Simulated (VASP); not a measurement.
Si (a cell with a defect), 17 atoms in the cell. The cell holds a defect, 17 atoms: a = 7.679 Å, b = 7.679 Å, c = 7.679 Å, α = 60.00°, β = 60.00°, γ = 60.00°. 

```yaml
Program: VASP 6.6.1
Task: single point
Functional: PBE
Dispersion: D3(BJ)
Potentials_or_basis: VASP PAW PBE potentials, release 64 (Si)
Cutoff: 520 eV
k_mesh: 2 × 2 × 2
Occupations: fermi-dirac, width 0.05 eV
Spin: no spin polarisation
Dipole_correction: no
Further_INCAR_settings: LREAL = Auto; ALGO = Normal; EDIFF = 1e-06; NBANDS = 48
```

Potentials or basis: VASP PAW PBE potentials, release 64 (Si).

Launch:

```bash
$ cat potpaw_PBE.64/Si/POTCAR > POTCAR
$ mpirun -np 1 vasp_std > vasp.out
```

Hardware: 1 thread of Intel(R) Xeon(R) 6975P-C (Granite Rapids) (shared host).

Problem. How long does it take, and how much memory?

Solution. It took 3 min on 1 thread of Intel(R) Xeon(R) 6975P-C (Granite Rapids) (shared host), peak memory 0.47 GiB. Counts: scf iterations 14, k points 8.
